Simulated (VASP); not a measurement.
# Ir in VASP: relaxation of the atoms with PBEsol

Aim: the relaxation of the atoms of Ir with PBEsol.

Program: VASP 6.6.1. These are calculated values, not measurements. Logs are shortened: lines on timing, memory, paths and dates and some standing lists are left out, and cuts for length are marked.

**1. The cell of the first run**

The cell holds a slab with vacuum, 5 atoms: a = 2.709 Å, b = 2.709 Å, c = 24.847 Å, α = 90.00°, β = 90.00°, γ = 120.00°.

**2. Relaxation of the atoms, PBEsol**

File INCAR:

```
PREC = Accurate ; ENCUT = 520
EDIFF = 1E-7 ; ISMEAR = -1
SIGMA = 0.05 ; LREAL = F
LASPH = T ; NELM = 80
ALGO = Normal ; ISIF = 2
LWAVE = F ; LCHARG = F
LDIPOL = T ; IDIPOL = 3
DIPOL = 0.5 0.5 0.500 ; GGA = PS
IBRION = 2 ; NSW = 32
EDIFFG = -0.01
```

File KPOINTS:

```
regular mesh
0
Gamma
  14 14 1
```

File POSCAR:

```
Ir
1.0
    2.7088887786      0.0000000000      0.0000000000
   -1.3544443893      2.3459664983      0.0000000000
    0.0000000000      0.0000000000     24.8472000000
Ir
5
Direct
    0.8333333333      0.1666666667      0.3239788382
    0.1666666667      0.8333333333      0.4111522966
    0.5000000000      0.5000000000      0.5000000002
    0.8333333333      0.1666666667      0.5888477025
    0.1666666667      0.8333333333      0.6760211626
```

Potentials or basis: VASP PAW PBE potentials, release 64 (Ir).

Command:

```console
> cat potpaw_PBE.64/Ir/POTCAR > POTCAR
> mpirun -np 1 vasp_std > vasp.out
```

OUTCAR:

```text
PREC = Accurate
   ENCUT = 520
   EDIFF = 1E-7
   ISMEAR = -1
   LREAL = F
   LASPH = T
   NELM = 80
   ISIF = 2
   GGA = PS
   IBRION = 2
   NSW = 32
   EDIFFG = -0.01

 ion  position               nearest neighbor table
   1  0.833  0.167  0.324-   2 2.67   2 2.67   2 2.67
   2  0.167  0.833  0.411-   1 2.67   1 2.67   1 2.67   3 2.71   3 2.71   3 2.71
   3  0.500  0.500  0.500-   4 2.71   4 2.71   4 2.71   2 2.71   2 2.71   2 2.71
   4  0.833  0.167  0.589-   5 2.67   5 2.67   5 2.67   3 2.71   3 2.71   3 2.71
   5  0.167  0.833  0.676-   4 2.67   4 2.67   4 2.67

  LATTYP: Found a hexagonal cell.
 ALAT       =     2.7088887786
 C/A-ratio  =     9.1724696105

  Lattice vectors:

 A1 = (   2.7088887786,   0.0000000000,   0.0000000000)
 A2 = (  -1.3544443893,   2.3459664983,   0.0000000000)
 A3 = (   0.0000000000,   0.0000000000,  24.8472000000)

Analysis of symmetry for initial positions (statically):
=====================================================================
 Subroutine PRICEL returns:
 Original cell was already a primitive cell.

 Routine SETGRP: Setting up the symmetry group for a
 hexagonal supercell.

 Subroutine GETGRP returns: Found 12 space group operations
 (whereof  4 operations were pure point group operations)
 out of a pool of 24 trial point group operations.

The static configuration has the point symmetry C_2h.
 The point group associated with its full space group is D_3d.

Analysis of symmetry for dynamics (positions and initial velocities):
=====================================================================
 Subroutine PRICEL returns:
 Original cell was already a primitive cell.

 Routine SETGRP: Setting up the symmetry group for a
 hexagonal supercell.

 Subroutine GETGRP returns: Found 12 space group operations
 (whereof  4 operations were pure point group operations)
 out of a pool of 24 trial point group operations.

The dynamic configuration has the point symmetry C_2h.
 The point group associated with its full space group is D_3d.

 Subroutine INISYM returns: Found 12 space group operations
 (whereof  4 operations are pure point group operations),
 and found     1 'primitive' translations

----------------------------------------------------------------------------------------

                                     Primitive cell

  volume of cell :     157.9030

  direct lattice vectors                    reciprocal lattice vectors
     2.708888779  0.000000000  0.000000000     0.369155060  0.213131773  0.000000000
    -1.354444389  2.345966498  0.000000000     0.000000000  0.426263547  0.000000000
     0.000000000  0.000000000 24.847200000     0.000000000  0.000000000  0.040245983

  length of vectors
     2.708888779  2.708888779 24.847200000     0.426263547  0.426263547  0.040245983

  position of ions in fractional coordinates (direct lattice)
     0.833333333  0.166666667  0.323978838
     0.166666667  0.833333333  0.411152297
     0.500000000  0.500000000  0.500000000
     0.833333333  0.166666667  0.588847702
     0.166666667  0.833333333  0.676021163

  ion indices of the primitive-cell ions
   primitive index   ion index
                 1           1
                 2           2
                 3           3
                 4           4
                 5           5

----------------------------------------------------------------------------------------

 KPOINTS: regular mesh

Automatic generation of k-mesh.
 Grid dimensions read from file:
 generate k-points for:   14   14    1

 Generating k-lattice:

  Cartesian coordinates                     Fractional coordinates (reciprocal lattice)
     0.026368219  0.015223698  0.000000000     0.071428571  0.000000000  0.000000000
     0.000000000  0.030447396  0.000000000     0.000000000  0.071428571  0.000000000
     0.000000000  0.000000000  0.040245983     0.000000000  0.000000000  1.000000000

  Length of vectors
     0.030447396  0.030447396  0.040245983

  Shift w.r.t. Gamma in fractional coordinates (k-lattice)
     0.000000000  0.000000000  0.000000000

 Subroutine IBZKPT returns following result:
 ===========================================

 Found     24 irreducible k-points:

 Following reciprocal coordinates:
            Coordinates               Weight
  0.000000  0.000000  0.000000      1.000000
  0.071429  0.000000  0.000000      6.000000
  0.142857  0.000000  0.000000      6.000000
  0.214286  0.000000  0.000000      6.000000
  0.285714  0.000000  0.000000      6.000000
  0.357143  0.000000  0.000000      6.000000
[... 16 lines left out ...]
  0.285714  0.285714  0.000000      6.000000
  0.357143  0.285714  0.000000      6.000000
   k-points           NKPTS =     24   k-points in BZ     NKDIM =     24   number of bands    NBANDS=     27
   number of dos      NEDOS =    301   number of ions     NIONS =      5
   total plane-waves  NPLWV =  76800
   dimension x,y,z NGX =    20 NGY =   20 NGZ =  192
   dimension x,y,z NGXF=    40 NGYF=   40 NGZF=  384
   ions per type =               5
   NGX,Y,Z   is equivalent  to a cutoff of  12.27, 12.27, 12.85 a.u.
   NGXF,Y,Z  is equivalent  to a cutoff of  24.55, 24.55, 25.69 a.u.
 SYSTEM =  unknown system
   PREC   = accura    normal or accurate (medium, high low for compatibility)
   ISTART =      0    job   : 0-new  1-cont  2-samecut
   ICHARG =      2    charge: 1-file 2-atom 10-const
   ISPIN  =      1    spin polarized calculation?
   LNONCOLLINEAR =      F non collinear calculations
   LSORBIT =      F    spin-orbit coupling
   LASPH  =      T    aspherical Exc in radial PAW
   ENCUT  =  520.0 eV  38.22 Ry    6.18 a.u.   5.04  5.04 46.20*2*pi/ulx,y,z
   NELM   =     80;   NELMIN=  2; NELMDL= -5     # of ELM steps
   EDIFF  = 0.1E-06   stopping-criterion for ELM
   LREAL  =      F    real-space projection
   EDIFFG = -.1E-01   stopping-criterion for IOM
   NSW    =     32    number of steps for IOM
   IBRION =      2    ionic relax: 0-MD 1-quasi-New 2-CG
   NFREE  =      1    steps in history (QN), initial steepest desc. (CG)
   ISIF   =      2    stress and relaxation
   ISYM   =      2    0-nonsym 1-usesym 2-fastsym
   POTIM  = 0.5000    time-step for ionic-motion
   TEBEG  =    0.0;   TEEND  =   0.0 temperature during run
   PSTRESS=    0.0 pullay stress
   NELECT =      45.0000    total number of electrons
   NUPDOWN=      -1.0000    fix difference up-down
   EMIN   =  10.00;   EMAX   =-10.00  energy-range for DOS
   EFERMI =   0.00;   METHOD = LEGACY
   ISMEAR =    -1;   SIGMA  =   0.05  broadening in eV -4-tet -1-fermi 0-gaus
   EFERMI_NEDOS =   21; number of points for ismear=-14 and -15
   IALGO  =     38    algorithm
   IMIX   =      4    mixing-type and parameters
     AMIX     =   0.40;   BMIX     =  1.00
     AMIX_MAG =   1.60;   BMIX_MAG =  1.00
  volume/ion in A,a.u.               =      31.58       213.12
  Fermi-wavevector in a.u.,A,eV,Ry     =   1.077330  2.035859 15.791472  1.160640
  Thomas-Fermi vector in A             =   2.213239
   LORBIT       =      0    0 simple, 1 ext, 2 COOP (PROOUT), +10 PAW based schemes
   GGA     = PS    functional components
   LHFCALC =     F    Hartree Fock is set to
   AEXX    =    0.0000 exact exchange contribution
   IVDW    =     0    specifies the selected vdW correction
   LEPSILON=     F    determine dielectric tensor
   LRPA    =     F    only Hartree local field effects (RPA)
 conjugate gradient relaxation of ions
 non-spin polarized calculation
  energy-cutoff  :      520.00
  volume of cell :      157.90
 maximum number of plane-waves:      4293
   NGX = 11   NGY = 11   NGZ = 93

--------------------------------------- Ionic step        1  -------------------------------------------

 number of electron      45.0000001 magnetization

 Free energy of the ion-electron system (eV)
  ---------------------------------------------------
  ext. energy  EPLUGINS =         0.00000000
  ---------------------------------------------------
  free energy    TOTEN  =       -46.98719814 eV

  energy without entropy =      -46.93851374  energy(sigma->0) =      -46.96285594

------------------------ aborting loop because EDIFF is reached ----------------------------------------

  FORCE on cell =-STRESS in cart. coord.  units (eV):
  Direction    XX          YY          ZZ          XY          YZ          ZX
  --------------------------------------------------------------------------------------
  -------------------------------------------------------------------------------------
  Total       -3.8008316     -3.8008316      0.3399776      0.0000000      0.0000000      0.0000000
  in kB      -38.5654834    -38.5654834      3.4496134      0.0000000      0.0000000      0.0000000
  external PRESSURE =     -24.5604511 kB  Pullay stress =       0.0000000 kB
[... 141 lines left out ...]
  energy  without entropy=      -46.9386146997  energy(sigma->0) =      -46.96302425

--------------------------------------- Ionic step        5  -------------------------------------------

 number of electron      45.0000001 magnetization

 dipolmoment           0.000000      0.000000      0.000000 electrons x Angstroem

 Free energy of the ion-electron system (eV)
  ---------------------------------------------------
  ext. energy  EPLUGINS =         0.00000000
  ---------------------------------------------------
  free energy    TOTEN  =       -46.98746301 eV

  energy without entropy =      -46.93865287  energy(sigma->0) =      -46.96305794

 E-fermi :   1.3933     XC(G=0):  -7.0530

 val. band max:        1.3695652885   @ k =   0.0714   0.0714   0.0000
 cond. band min:       1.3949784778   @ k =   0.5000   0.0000   0.0000
 fundamental gap:      0.0254131892
 Fermi energy:         1.3932990159

 k-point     1 :       0.0000    0.0000    0.0000
  band No.  band energies     occupation
      1      -9.4247      2.00000
      2      -8.3688      2.00000
      3      -7.1363      2.00000
      4      -6.5215      2.00000
      5      -6.4412      2.00000
      6      -2.7622      2.00000
[... 709 lines left out ...]
     26       6.5950      0.00000
     27       6.7033      0.00000

------------------------ aborting loop because EDIFF is reached ----------------------------------------

 vacuum level on the upper side and lower side of the slab       (xc-potential included)        -0.069        -0.069

  FORCE on cell =-STRESS in cart. coord.  units (eV):
  Direction    XX          YY          ZZ          XY          YZ          ZX
  --------------------------------------------------------------------------------------
  -------------------------------------------------------------------------------------
  Total       -3.9196558     -3.9196558     -0.0465468     -0.0000000      0.0000000      0.0000000
  in kB      -39.7711440    -39.7711440     -0.4722909     -0.0000000      0.0000000      0.0000000
  external PRESSURE =     -26.6715263 kB  Pullay stress =       0.0000000 kB

 VOLUME and BASIS-vectors are now :
 -----------------------------------------------------------------------------
  energy-cutoff  :      520.00
  volume of cell :      157.90
      direct lattice vectors                 reciprocal lattice vectors
     2.708888779  0.000000000  0.000000000     0.369155060  0.213131773  0.000000000
    -1.354444389  2.345966498  0.000000000     0.000000000  0.426263547  0.000000000
     0.000000000  0.000000000 24.847200000     0.000000000  0.000000000  0.040245983
[... 11 lines left out ...]
  FREE ENERGIE OF THE ION-ELECTRON SYSTEM (eV)
  ---------------------------------------------------
  free  energy   TOTEN  =       -46.9874630121 eV

  energy  without entropy=      -46.9386528662  energy(sigma->0) =      -46.96305794

 reached required accuracy - stopping structural energy minimisation

 vacuum level on the upper side and lower side of the slab         7.008         7.008
```

It took 11 min on 1 thread of Oxide Virtual Turin-like, shared host; peak memory 0.28 GiB.

Results:

```yaml
Free_energy: -46.9875 eV
Energy_gained_by_relaxing: 0.1 meV/atom
Ionic_steps: 5
```

Forces in eV/Å, atoms in the order of the input:
```
Ir   0.000  0.000  0.003
Ir   0.000  0.000 -0.003
Ir   0.000  0.000  0.000
Ir   0.000  0.000  0.003
Ir   0.000  0.000 -0.003
```

The path:
```csv
step,energy change (eV),largest force (eV/Å),pressure (GPa)
1,0.0000,0.0469,-2.46
2,-0.0001,0.0221,-2.53
3,-0.0001,0.0347,-2.56
4,-0.0002,0.0188,-2.61
5,-0.0003,0.0030,-2.67
```

Final structure:
```yaml
crystal:
  lattice:
    - [2.70889, 0.00000, 0.00000]
    - [-1.35444, 2.34597, 0.00000]
    - [0.00000, 0.00000, 24.84720]
  atoms:
    - { symbol: Ir, position: [0.83333, 0.16667, 0.32372] }
    - { symbol: Ir, position: [0.16667, 0.83333, 0.41105] }
    - { symbol: Ir, position: [0.50000, 0.50000, 0.50000] }
    - { symbol: Ir, position: [0.83333, 0.16667, 0.58895] }
    - { symbol: Ir, position: [0.16667, 0.83333, 0.67628] }
```

Levels at points of the mesh, in eV from the Fermi level:
```
           k point  band 19  band 20  band 21  band 22  band 23  band 24  band 25  band 26
(0.00, 0.00, 0.00)    -2.66    -1.16    -1.16    -1.05    -1.05    -0.49    -0.49    -0.44
(0.50, 0.00, 0.00)     0.66     0.81     0.85     1.01     1.12     1.34     1.68     1.71
```

Caveat: the highest band is partly filled, so the run has too few bands; the PAW data sets were made with another functional, which shifts forces and pressure a little; spin-orbit coupling is left out, which moves the levels of the heavy elements.
